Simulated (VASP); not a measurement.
# Cr (P6_3/mmc) in VASP: a series of runs, part 2 of 2

VASP 6.6.1.

**3. Single point, PBEsol, collinear spin, ferromagnetic start (11.03 Å³/atom)**

This run uses another cell than the first one, of 11.03 Å³/atom.

INCAR reads:

```
SYSTEM = Cr
ALGO = Normal
EDIFF = 1E-7
ENCUT = 520
GGA = PS
ISIF = 2
ISMEAR = -1
ISPIN = 2
LASPH = .TRUE.
LCHARG = .TRUE.
LELF = .TRUE.
LMAXMIX = 4
LORBIT = 11
LREAL = .FALSE.
LVHAR = .TRUE.
LWAVE = .FALSE.
MAGMOM = 1.5 1.5
NBANDS = 23
NELM = 150
PREC = Accurate
SIGMA = 0.05
```

KPOINTS reads:

```
k-points
0
G
  16 16 8
  0 0 0
```

POSCAR reads:

```
Cr
1.0
    2.4236771844      0.0000000000      0.0000000000
   -1.2118385922      2.0989660122      0.0000000000
    0.0000000000      0.0000000000      4.3349438770
Cr
2
Direct
    0.3333333333      0.6666666667      0.2500000000
    0.6666666667      0.3333333333      0.7500000000
```

Potentials or basis: VASP PAW PBE potentials, release 64 (Cr_pv).

Launch:

```console
> cat potpaw_PBE.64/Cr_pv/POTCAR > POTCAR
> mpirun -np 1 vasp_std > vasp.out
```

OUTCAR:

```text
SYSTEM = Cr
   EDIFF = 1E-7
   ENCUT = 520
   GGA = PS
   ISIF = 2
   ISMEAR = -1
   ISPIN = 2
   LASPH = .TRUE.
   LORBIT = 11
   LREAL = .FALSE.
   NELM = 150
   PREC = Accurate

 ion  position               nearest neighbor table
   1  0.333  0.667  0.250-   2 2.58   2 2.58   2 2.58   2 2.58   2 2.58   2 2.58
   2  0.667  0.333  0.750-   1 2.58   1 2.58   1 2.58   1 2.58   1 2.58   1 2.58

  LATTYP: Found a hexagonal cell.
 ALAT       =     2.4236771844
 C/A-ratio  =     1.7885813775

  Lattice vectors:

 A1 = (   2.4236771844,   0.0000000000,   0.0000000000)
 A2 = (  -1.2118385922,   2.0989660122,   0.0000000000)
 A3 = (   0.0000000000,   0.0000000000,   4.3349438770)

Analysis of symmetry for initial positions (statically):
[... 1468 lines left out ...]
  volume of cell :       22.05
      direct lattice vectors                 reciprocal lattice vectors
     2.423677184  0.000000000  0.000000000     0.412596202  0.238212528  0.000000000
    -1.211838592  2.098966012  0.000000000     0.000000000  0.476425056  0.000000000
     0.000000000  0.000000000  4.334943877     0.000000000  0.000000000  0.230683494

 POSITION                                       TOTAL-FORCE (eV/Angst)
 -----------------------------------------------------------------------------------
     -0.00000      1.39931      1.08374        -0.000000      0.000000      0.000000
      1.21184      0.69966      3.25121         0.000000     -0.000000      0.000000
 -----------------------------------------------------------------------------------
    total drift:                               -0.000000      0.000000     -0.000000

  FREE ENERGIE OF THE ION-ELECTRON SYSTEM (eV)
  ---------------------------------------------------
  free  energy   TOTEN  =       -19.6282281579 eV

  energy  without entropy=      -19.6026434952  energy(sigma->0) =      -19.61543583

 total charge

# of ion       s       p       d       tot
------------------------------------------
    1        0.459   6.420   4.312  11.190
    2        0.459   6.420   4.312  11.190
--------------------------------------------------
tot          0.918  12.840   8.623  22.381

 magnetization (x)

# of ion       s       p       d       tot
------------------------------------------
    1        0.000   0.000   0.000   0.000
    2        0.000   0.000   0.000   0.000
--------------------------------------------------
tot          0.000   0.000   0.000   0.000
```

OSZICAR:

```text
N       E                     dE             d eps       ncg     rms          rms(c)
DAV:   1     0.239569689501E+03    0.23957E+03   -0.13423E+04 13896   0.130E+03
DAV:   2    -0.142366134788E+02   -0.25381E+03   -0.24464E+03 14178   0.383E+02
DAV:   3    -0.222354265860E+02   -0.79988E+01   -0.79325E+01 17524   0.795E+01
DAV:   4    -0.223019031613E+02   -0.66477E-01   -0.66422E-01 14527   0.739E+00
DAV:   5    -0.223026763624E+02   -0.77320E-03   -0.77313E-03 14731   0.751E-01    0.215E+01
DAV:   6    -0.195936231549E+02    0.27091E+01   -0.92582E+00 15746   0.354E+01    0.393E+00
DAV:   7    -0.196424995569E+02   -0.48876E-01   -0.23727E-01 14955   0.429E+00    0.270E+00
DAV:   8    -0.196371959782E+02    0.53036E-02   -0.49734E-03 15151   0.704E-01    0.101E+00
DAV:   9    -0.196281558734E+02    0.90401E-02   -0.41748E-03 15074   0.628E-01    0.250E-01
DAV:  10    -0.196281964754E+02   -0.40602E-04   -0.85571E-04 14969   0.258E-01    0.694E-02
DAV:  11    -0.196282263429E+02   -0.29867E-04   -0.38109E-05 15011   0.636E-02    0.255E-02
DAV:  12    -0.196282293694E+02   -0.30265E-05   -0.38602E-06 15774   0.157E-02    0.102E-02
DAV:  13    -0.196282290353E+02    0.33412E-06   -0.78770E-07 15004   0.730E-03    0.412E-03
DAV:  14    -0.196282284690E+02    0.56627E-06   -0.10444E-07 10646   0.298E-03    0.928E-04
DAV:  15    -0.196282282040E+02    0.26497E-06   -0.19404E-08  7180   0.113E-03    0.241E-04
DAV:  16    -0.196282281579E+02    0.46085E-07   -0.11090E-09  7110   0.347E-04
   1 F= -.19628228E+02 E0= -.19615436E+02  d E =-.255847E-01  mag=     0.0000
```

It took 73 s on 1 thread of AMD EPYC 9R45 (Zen 5), shared host; peak memory 0.18 GiB.

What came out:

- Free energy: -19.6282 eV
- Pressure: 10.9 GPa
- Band gap on the k mesh: zero (filled and empty bands overlap)
- Net moment: 0.00 μB per cell
- Valence electrons inside the program's atomic spheres: Cr 11.19

Levels at points of the mesh, in eV from the Fermi level:
Spin up:
| k point | band 8 | band 9 | band 10 | band 11 | band 12 | band 13 | band 14 | band 15 | band 16 | band 17 |
| --- | --- | --- | --- | --- | --- | --- | --- | --- | --- | --- |
| (0.00, 0.00, 0.00) | -4.35 | -1.34 | -0.41 | -0.41 | -0.14 | -0.04 | -0.04 | 1.17 | 1.17 | 2.42 |
| (0.50, 0.00, 0.00) | -3.79 | -3.74 | -1.05 | -0.54 | -0.29 | -0.20 | 2.55 | 3.14 | 3.28 | 4.56 |
| (0.00, 0.00, 0.50) | -5.79 | -1.76 | -1.76 | -0.38 | -0.38 | -0.38 | -0.38 | 1.98 | 1.98 | 1.98 |
| (0.50, 0.00, 0.50) | -4.30 | -2.75 | -2.75 | 1.01 | 1.01 | 1.46 | 1.46 | 3.22 | 3.22 | 3.84 |
Spin down:
| k point | band 10 | band 11 | band 12 | band 13 | band 14 | band 15 |
| --- | --- | --- | --- | --- | --- | --- |
| (0.00, 0.00, 0.00) | -0.41 | -0.41 | -0.14 | -0.04 | -0.04 | 1.17 |
| (0.50, 0.00, 0.00) | -1.05 | -0.54 | -0.29 | -0.20 | 2.55 | 3.14 |
| (0.00, 0.00, 0.50) | -1.76 | -0.38 | -0.38 | -0.38 | -0.38 | 1.98 |
| (0.50, 0.00, 0.50) | -2.75 | 1.01 | 1.01 | 1.46 | 1.46 | 3.22 |

Caveat: the cell stands under pressure; an empty level that is flat over the whole mesh can mark a ghost state of the potentials, or a narrow d or f band; the moments typed at the start vanished in this run; the PAW data sets were made with another functional, which shifts forces and pressure a little.

**4. Single point, PBEsol, collinear spin, ferromagnetic start (11.49 Å³/atom)**

This run uses another cell than the first one, of 11.49 Å³/atom.

INCAR reads:

```
SYSTEM = Cr
PREC     = Accurate       ! precision mode
ENCUT    = 520            ! plane-wave cutoff, eV
EDIFF    = 1E-7           ! SCF threshold, eV
ISMEAR   = -1             ! smearing method
SIGMA    = 0.05           ! smearing width, eV
LREAL    = .False.        ! projectors in reciprocal space
LASPH    = .True.         ! aspherical terms in the spheres
NELM     = 150            ! most SCF steps
ALGO     = Normal         ! electronic algorithm
ISIF     = 2              ! what is computed and relaxed
LWAVE    = .False.        ! write WAVECAR
LCHARG   = .False.        ! write CHGCAR
ISPIN    = 2              ! spin polarisation
MAGMOM   = 1.5 1.5        ! initial moments
LORBIT   = 11             ! projections on sites
LMAXMIX  = 4              ! l up to which the mixer works
GGA      = PS             ! functional
NBANDS   = 23             ! bands
```

KPOINTS reads:

```
Automatic mesh
0
Gamma
  16 16 8
  0 0 0
```

POSCAR reads:

```
Cr
1.0
    2.4568823679      0.0000000000      0.0000000000
   -1.2284411840      2.1277225447      0.0000000000
    0.0000000000      0.0000000000      4.3943340499
Cr
2
Direct
    0.3333333333      0.6666666667      0.2500000000
    0.6666666667      0.3333333333      0.7500000000
```

Launch:

```console
> cat potpaw_PBE.64/Cr_pv/POTCAR > POTCAR
> mpirun -np 1 vasp_std > vasp.out
```

Run time: 93 s. Hardware: 1 thread of AMD EPYC 9R45 (Zen 5), shared host; peak memory 0.19 GiB.

Results (log left out):

- Free energy: -19.6575 eV
- Pressure: -0.5 GPa
- Band gap on the k mesh: zero (filled and empty bands overlap)
- Net moment: 0.00 μB per cell
- Valence electrons inside the program's atomic spheres: Cr 11.10

Stress tensor (GPa, compression positive):
```
-0.41  0.00  0.00
 0.00 -0.41  0.00
 0.00  0.00 -0.62
```

Levels at points of the mesh, in eV from the Fermi level:
Spin up:
```tsv
k point	band 8	band 9	band 10	band 11	band 12	band 13	band 14	band 15	band 16	band 17
(0.00, 0.00, 0.00)	-4.19	-1.26	-0.37	-0.37	-0.20	-0.02	-0.02	1.11	1.11	2.29
(0.50, 0.00, 0.00)	-3.59	-3.57	-0.99	-0.57	-0.28	-0.18	2.41	2.98	3.11	4.32
(0.00, 0.00, 0.50)	-5.71	-1.67	-1.67	-0.35	-0.35	-0.35	-0.35	1.88	1.88	1.88
(0.50, 0.00, 0.50)	-4.10	-2.59	-2.59	0.97	0.97	1.37	1.37	3.05	3.05	3.63
```
Spin down:
```tsv
k point	band 10	band 11	band 12	band 13	band 14	band 15
(0.00, 0.00, 0.00)	-0.37	-0.37	-0.20	-0.02	-0.02	1.11
(0.50, 0.00, 0.00)	-0.99	-0.57	-0.28	-0.18	2.41	2.98
(0.00, 0.00, 0.50)	-1.67	-0.35	-0.35	-0.35	-0.35	1.88
(0.50, 0.00, 0.50)	-2.59	0.97	0.97	1.37	1.37	3.05
```

Caveat: an empty level that is flat over the whole mesh can mark a ghost state of the potentials, or a narrow d or f band; the moments typed at the start vanished in this run; the PAW data sets were made with another functional, which shifts forces and pressure a little.
